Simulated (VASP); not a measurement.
# TiH5 (Fmm2) in VASP: single point with PBE

Aim: the single point of TiH5 with PBE.

All numbers are computed with VASP 6.6.1; they aren't measurements. Logs are shortened: lines on timing, memory, paths and dates and some standing lists are left out, and cuts for length are marked.

### 1 The cell of the first run

It takes space group Fmm2 (No. 42, orthorhombic). The conventional cell has a = 3.794 Å, b = 7.076 Å, c = 5.180 Å, α = 90.00°, β = 90.00°, γ = 90.00°. Within 2.6 Å of Ti (site symmetry mm2) lie 11 H at 1.95 to 2.07 Å. Within 1.2 Å of H (site symmetry 2) lie 1 H at 0.89 Å. Within 1.2 Å of H (site symmetry 2) lie 1 H at 0.89 Å. H (site symmetry mm2) has 3 Ti at 1.95 to 2.00 Å and 12 H at 2.01 to 2.54 Å within 2.6 Å.

The cell was built from a structure type or drawn by symmetry, and may not be a known phase.

### 2 Single point, PBE

Input file INCAR:

```
SYSTEM = TiH5
  PREC = Accurate
  ENCUT = 500
  EDIFF = 1E-6
  ISMEAR = 0
  SIGMA = 0.2
  LREAL = .FALSE.
  LASPH = .TRUE.
  NELM = 120
  ALGO = Normal
  ISIF = 2
  LWAVE = .FALSE.
  LCHARG = .TRUE.
  GGA = PE
  LELF = .TRUE.
  LVHAR = .TRUE.
  NBANDS = 18
  GGA_COMPAT = .FALSE.
```

Input file KPOINTS:

```
regular mesh
0
G
  5 5 5
  0 0 0
```

Input file POSCAR:

```
TiH5
1.0
    0.0000000000      3.5382389070      2.5900506132
    1.8968419861      0.0000000000      2.5900506132
    1.8968419861      3.5382389070      0.0000000000
Ti H
1 5
Direct
    0.9442789581      0.9442789581      0.0557210419
    0.0402844609      0.0402844609      0.4597155391
    0.5402844609      0.5402844609      0.9597155391
    0.8689176729      0.8689176729      0.6310823271
    0.3689176729      0.3689176729      0.1310823271
    0.5681440843      0.5681440843      0.4318559157
```

Potentials or basis: VASP PAW PBE potentials, release 64 (Ti_sv, H).

Run with:

```console
> cat potpaw_PBE.64/Ti_sv/POTCAR potpaw_PBE.64/H/POTCAR > POTCAR
> mpirun -np 1 vasp_std > vasp.out
```

OUTCAR:

```text
SYSTEM = TiH5
   PREC = Accurate
   ENCUT = 500
   EDIFF = 1E-6
   ISMEAR = 0
   LREAL = .FALSE.
   LASPH = .TRUE.
   NELM = 120
   ISIF = 2
   GGA = PE

 ion  position               nearest neighbor table
   1  0.944  0.944  0.056-
   2  0.040  0.040  0.460-   4 0.89
   3  0.540  0.540  0.960-   5 0.89
   4  0.869  0.869  0.631-   2 0.89
   5  0.369  0.369  0.131-   3 0.89
   6  0.568  0.568  0.432-

  LATTYP: Found a face centered orthorhombic cell.
 ALAT       =     3.7936839722
 B/A-ratio  =     1.3654540717
 C/A-ratio  =     1.8653313945

  Lattice vectors:

 A1 = (   0.0000000000,   3.5382389070,   2.5900506132)
 A2 = (  -1.8968419861,   3.5382389070,   0.0000000000)
 A3 = (  -1.8968419861,   0.0000000000,   2.5900506132)

Analysis of symmetry for initial positions (statically):
=====================================================================
 Subroutine PRICEL returns:
 Original cell was already a primitive cell.

 Routine SETGRP: Setting up the symmetry group for a
 face centered orthorhombic supercell.

 Subroutine GETGRP returns: Found  4 space group operations
 (whereof  4 operations were pure point group operations)
 out of a pool of  8 trial point group operations.

The static configuration has the point symmetry C_2v.

Analysis of symmetry for dynamics (positions and initial velocities):
=====================================================================
 Subroutine PRICEL returns:
 Original cell was already a primitive cell.

 Routine SETGRP: Setting up the symmetry group for a
 face centered orthorhombic supercell.

 Subroutine GETGRP returns: Found  4 space group operations
 (whereof  4 operations were pure point group operations)
 out of a pool of  8 trial point group operations.

The dynamic configuration has the point symmetry C_2v.

 Subroutine INISYM returns: Found  4 space group operations
 (whereof  4 operations are pure point group operations),
 and found     1 'primitive' translations

----------------------------------------------------------------------------------------

                                     Primitive cell

  volume of cell :      34.7661

  direct lattice vectors                    reciprocal lattice vectors
     0.000000000  3.538238907  2.590050613    -0.263596021  0.141313239  0.193046421
     1.896841986  0.000000000  2.590050613     0.263596021 -0.141313239  0.193046421
     1.896841986  3.538238907  0.000000000     0.263596021  0.141313239 -0.193046421

  length of vectors
     4.384916960  3.210353828  4.014616306     0.355976424  0.355976424  0.355976424

  position of ions in fractional coordinates (direct lattice)
     0.944278958  0.944278958  0.055721042
     0.040284461  0.040284461  0.459715539
     0.540284461  0.540284461  0.959715539
     0.868917673  0.868917673  0.631082327
     0.368917673  0.368917673  0.131082327
     0.568144084  0.568144084  0.431855916

  ion indices of the primitive-cell ions
   primitive index   ion index
                 1           1
                 2           2
                 3           3
                 4           4
                 5           5
                 6           6

----------------------------------------------------------------------------------------

 KPOINTS: regular mesh

Automatic generation of k-mesh.
 Grid dimensions read from file:
 generate k-points for:    5    5    5

 Generating k-lattice:

  Cartesian coordinates                     Fractional coordinates (reciprocal lattice)
    -0.052719204  0.028262648  0.038609284     0.200000000  0.000000000 -0.000000000
     0.052719204 -0.028262648  0.038609284     0.000000000  0.200000000  0.000000000
     0.052719204  0.028262648 -0.038609284    -0.000000000  0.000000000  0.200000000

  Length of vectors
     0.071195285  0.071195285  0.071195285

  Shift w.r.t. Gamma in fractional coordinates (k-lattice)
     0.000000000  0.000000000  0.000000000

 Subroutine IBZKPT returns following result:
 ===========================================

 Found     27 irreducible k-points:

 Following reciprocal coordinates:
            Coordinates               Weight
  0.000000  0.000000  0.000000      1.000000
  0.200000 -0.000000  0.000000      8.000000
  0.400000  0.000000  0.000000      8.000000
  0.200000  0.200000  0.000000      2.000000
  0.400000  0.200000 -0.000000      8.000000
 -0.400000  0.200000  0.000000      8.000000
[... 16 lines left out ...]
 -0.400000  0.000000  0.400000      4.000000
 -0.400000  0.200000  0.400000      4.000000
 [... further k-points ...]
   k-points           NKPTS =     27   k-points in BZ     NKDIM =     27   number of bands    NBANDS=     18
   number of dos      NEDOS =    301   number of ions     NIONS =      6
   total plane-waves  NPLWV =  23040
   dimension x,y,z NGX =    32 NGY =   24 NGZ =   30
   dimension x,y,z NGXF=    64 NGYF=   48 NGZF=   60
   ions per type =               1   5
   NGX,Y,Z   is equivalent  to a cutoff of  12.13, 12.43, 12.42 a.u.
   NGXF,Y,Z  is equivalent  to a cutoff of  24.26, 24.86, 24.85 a.u.
 SYSTEM =  TiH5
   PREC   = accura    normal or accurate (medium, high low for compatibility)
   ISTART =      0    job   : 0-new  1-cont  2-samecut
   ICHARG =      2    charge: 1-file 2-atom 10-const
   ISPIN  =      1    spin polarized calculation?
   LNONCOLLINEAR =      F non collinear calculations
   LSORBIT =      F    spin-orbit coupling
   LASPH  =      T    aspherical Exc in radial PAW
   ENCUT  =  500.0 eV  36.75 Ry    6.06 a.u.   7.99  5.85  7.32*2*pi/ulx,y,z
   NELM   =    120;   NELMIN=  2; NELMDL= -5     # of ELM steps
   EDIFF  = 0.1E-05   stopping-criterion for ELM
   LREAL  =      F    real-space projection
   EDIFFG = 0.1E-04   stopping-criterion for IOM
   NSW    =      0    number of steps for IOM
   IBRION =     -1    ionic relax: 0-MD 1-quasi-New 2-CG
   NFREE  =      0    steps in history (QN), initial steepest desc. (CG)
   ISIF   =      2    stress and relaxation
   ISYM   =      2    0-nonsym 1-usesym 2-fastsym
   POTIM  = 0.5000    time-step for ionic-motion
   TEBEG  =    0.0;   TEEND  =   0.0 temperature during run
   PSTRESS=    0.0 pullay stress
   NELECT =      17.0000    total number of electrons
   NUPDOWN=      -1.0000    fix difference up-down
   EMIN   =  10.00;   EMAX   =-10.00  energy-range for DOS
   EFERMI =   0.00;   METHOD = LEGACY
   ISMEAR =     0;   SIGMA  =   0.20  broadening in eV -4-tet -1-fermi 0-gaus
   EFERMI_NEDOS =   21; number of points for ismear=-14 and -15
   IALGO  =     38    algorithm
   IMIX   =      4    mixing-type and parameters
     AMIX     =   0.40;   BMIX     =  1.00
     AMIX_MAG =   1.60;   BMIX_MAG =  1.00
  volume/ion in A,a.u.               =       5.79        39.10
  Fermi-wavevector in a.u.,A,eV,Ry     =   1.289750  2.437275 22.632689  1.663456
  Thomas-Fermi vector in A             =   2.421624
   LORBIT       =      0    0 simple, 1 ext, 2 COOP (PROOUT), +10 PAW based schemes
   GGA     = PE    functional components
   LHFCALC =     F    Hartree Fock is set to
   AEXX    =    0.0000 exact exchange contribution
   IVDW    =     0    specifies the selected vdW correction
   LEPSILON=     F    determine dielectric tensor
   LRPA    =     F    only Hartree local field effects (RPA)
 non-spin polarized calculation
 Gauss-broadening in eV      SIGMA  =   0.20
  energy-cutoff  :      500.00
  volume of cell :       34.77
 maximum number of plane-waves:       893
   NGX = 15   NGY = 11   NGZ = 15

 number of electron      17.0000001 magnetization

 Free energy of the ion-electron system (eV)
  ---------------------------------------------------
  ext. energy  EPLUGINS =         0.00000000
  ---------------------------------------------------
  free energy    TOTEN  =       -23.27737489 eV

  energy without entropy =      -23.21674918  energy(sigma->0) =      -23.24706203

 E-fermi :   5.5050     XC(G=0): -10.6730

 val. band max:        5.5005504496   @ k =  -0.4000   0.0000   0.2000
 cond. band min:       5.5073118054   @ k =  -0.2000   0.4000   0.4000
 fundamental gap:      0.0067613558
 Fermi energy:         5.5050475796

 k-point     1 :       0.0000    0.0000    0.0000
  band No.  band energies     occupation
      1     -52.0334      2.00000
      2     -28.5763      2.00000
      3     -28.2801      2.00000
      4     -27.8978      2.00000
      5      -7.6709      2.00000
      6       0.1167      2.00000
[... 10 lines left out ...]
     17      15.2882      0.00000
     18      17.7647      0.00000

 k-point     2 :       0.2000   -0.0000    0.0000
  band No.  band energies     occupation
      1     -52.0282      2.00000
      2     -28.5794      2.00000
      3     -28.3082      2.00000
      4     -27.9259      2.00000
      5      -7.0097      2.00000
      6      -0.7002      2.00000
[... 10 lines left out ...]
     17      15.5326      0.00000
     18      16.8835      0.00000

 k-point     3 :       0.4000    0.0000    0.0000
  band No.  band energies     occupation
      1     -52.0199      2.00000
      2     -28.5846      2.00000
      3     -28.3603      2.00000
      4     -27.9630      2.00000
      5      -5.2296      2.00000
      6      -2.7910      2.00000
[... 10 lines left out ...]
     17      17.3086      0.00000
     18      18.4449      0.00000

 k-point     4 :       0.2000    0.2000    0.0000
  band No.  band energies     occupation
      1     -52.0248      2.00000
      2     -28.5684      2.00000
      3     -28.3065      2.00000
      4     -27.9613      2.00000
      5      -6.9295      2.00000
      6      -0.7614      2.00000
[... 375 lines left out ...]
      4     -27.8976      2.00000
      5      -6.5725      2.00000
      6      -1.0292      2.00000
[... 10 lines left out ...]
     17      16.5573      0.00000
     18      18.3403      0.00000

 k-point    23 :      -0.4000    0.0000    0.4000
  band No.  band energies     occupation
      1     -52.0265      2.00000
      2     -28.6185      2.00000
      3     -28.3149      2.00000
      4     -27.9257      2.00000
      5      -5.9645      2.00000
      6      -0.9975      2.00000
[... 10 lines left out ...]
     17      18.9717      0.00000
     18      18.9864      0.00000

 k-point    24 :      -0.4000    0.2000    0.4000
  band No.  band energies     occupation
      1     -52.0229      2.00000
      2     -28.6118      2.00000
      3     -28.3157      2.00000
      4     -27.9588      2.00000
      5      -5.8888      2.00000
      6      -0.4064      2.00000
[... 10 lines left out ...]
     17      18.6837      0.00000
     18      18.7027      0.00000

 [... further k-points ...]

------------------------ aborting loop because EDIFF is reached ----------------------------------------

  FORCE on cell =-STRESS in cart. coord.  units (eV):
  Direction    XX          YY          ZZ          XY          YZ          ZX
  --------------------------------------------------------------------------------------
  -------------------------------------------------------------------------------------
  Total       -0.0715353     -0.1091359     -0.0495083      0.0000000      0.0000000      0.0000000
  in kB       -3.2966613     -5.0294654     -2.2815599      0.0000000      0.0000000      0.0000000
  external PRESSURE =      -3.5358955 kB  Pullay stress =       0.0000000 kB

 VOLUME and BASIS-vectors are now :
 -----------------------------------------------------------------------------
  energy-cutoff  :      500.00
  volume of cell :       34.77
      direct lattice vectors                 reciprocal lattice vectors
     0.000000000  3.538238907  2.590050613    -0.263596021  0.141313239  0.193046421
     1.896841986  0.000000000  2.590050613     0.263596021 -0.141313239  0.193046421
     1.896841986  3.538238907  0.000000000     0.263596021  0.141313239 -0.193046421

 POSITION                                       TOTAL-FORCE (eV/Angst)
 -----------------------------------------------------------------------------------
      1.89684      3.53824      4.89146         0.000000      0.000000      0.009376
      0.94842      1.76912      0.20868         0.000000      0.000000      0.016029
      2.84526      5.30736      2.79873         0.000000     -0.000000      0.016029
      2.84526      5.30736      4.50108         0.000000      0.000000     -0.021142
      0.94842      1.76912      1.91103         0.000000      0.000000     -0.021142
      1.89684      3.53824      2.94304         0.000000      0.000000      0.000849
 -----------------------------------------------------------------------------------
    total drift:                               -0.000005     -0.000003      0.000065

  FREE ENERGIE OF THE ION-ELECTRON SYSTEM (eV)
  ---------------------------------------------------
  free  energy   TOTEN  =       -23.2773748900 eV

  energy  without entropy=      -23.2167491789  energy(sigma->0) =      -23.24706203
```

Run time: 24 s. Hardware: 1 thread of Intel Xeon 8259CL, shared host; peak memory 0.16 GiB.

Results:

* Free energy: -23.2774 eV
* Pressure: -0.4 GPa
* Largest force: 0.021 eV/Å
* Band gap on the k mesh: zero (an odd number of electrons rules out a gap without spin polarisation)

Forces on the atoms (eV/Å):
```
Ti   0.000  0.000  0.009
H    0.000  0.000  0.016
H    0.000  0.000  0.016
H    0.000  0.000 -0.021
H    0.000  0.000 -0.021
H    0.000  0.000  0.001
```

Stress tensor (GPa, compression positive):
```
-0.33  0.00  0.00
 0.00 -0.50  0.00
 0.00  0.00 -0.23
```

Levels at points of the mesh, in eV from the Fermi level:
| k point | band 5 | band 6 | band 7 | band 8 | band 9 | band 10 | band 11 | band 12 |
| --- | --- | --- | --- | --- | --- | --- | --- | --- |
| (0.00, 0.00, 0.00) | -13.18 | -5.39 | -4.83 | -0.49 | 0.94 | 0.94 | 3.41 | 3.98 |

Caveat: the k points lie up to 0.45 Å⁻¹ apart, too coarse for converged energies and pressures of a metal.
